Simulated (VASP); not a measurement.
## Ca: relaxation of cell and atoms with r2SCAN+D4

Ca:

```xyz
1
Lattice="-2.2052 2.2052 2.1961 2.2052 -2.2052 2.1961 2.2052 2.2052 -2.1961" Properties=species:S:1:pos:R:3 pbc="T T T"
Ca    0.0000    0.0000    2.1961
```

This isn't the form of Ca at room conditions, which is fcc.

```json
{
 "Program": "VASP 6.6.1",
 "Task": "relaxation of cell and atoms",
 "Functional": "r2SCAN",
 "Dispersion": "D4",
 "Potentials or basis": "VASP PAW PBE potentials, release 64 (Ca_sv)",
 "Cutoff": "600 eV",
 "k mesh": "9 × 9 × 9",
 "Occupations": "fermi-dirac, width 0.05 eV",
 "Spin": "no spin polarisation",
 "Dipole correction": "no",
 "Further INCAR settings": "ALGO = Normal; EDIFF = 1e-06; IBRION = 2; EDIFFG = -0.01; NSW = 60; ISIF = 3"
}
```

The relaxed volume is 43.06 Å³/atom. The relaxed cell is a = 3.825 Å, b = 3.825 Å, c = 3.825 Å, α = 109.37°, β = 109.37°, γ = 109.67°, the space group after relaxing (to 0.1 Å) is Im-3m (No. 229) and the energy gained by relaxing is 0.1 meV/atom. The ionic steps are 4 and the pressure after relaxing is 0.0 GPa. The band gap on the k mesh is zero (bands 5 and 6 overlap by 0.30 eV) and the dispersion energy per atom is -0.054 eV.

The path:
| step | energy change (eV) | largest force (eV/Å) | pressure (GPa) | volume (Å³) |
| --- | --- | --- | --- | --- |
| 1 | 0.0000 | 0.0000 | 0.13 | 42.72 |
| 2 | -0.0001 | 0.0000 | 0.04 | 42.93 |
| 3 | -0.0001 | 0.0000 | 0.03 | 42.98 |
| 4 | -0.0001 | 0.0000 | -0.02 | 43.06 |

Final structure:
```xyz
1
Lattice="-2.2109 2.2109 2.2026 2.2109 -2.2109 2.2026 2.2109 2.2109 -2.2026" Properties=species:S:1:pos:R:3 pbc="T T T"
Ca    2.2109    2.2109    0.0000
```

Levels at points of the mesh, in eV from the Fermi level:
```csv
k point,band 1,band 2,band 3,band 4,band 5,band 6,band 7,band 8,band 9
"(0.00, 0.00, 0.00)",-43.90,-23.93,-23.93,-23.93,-4.31,2.61,2.63,2.63,3.68
```

Run time: 5.3 min on 1 thread of Intel(R) Xeon(R) Platinum 8375C CPU @ 2.90GHz (Ice Lake), on a shared host, peak memory 0.2 GiB.

Caveat: the PAW data sets were made with another functional, which shifts forces and pressure a little.
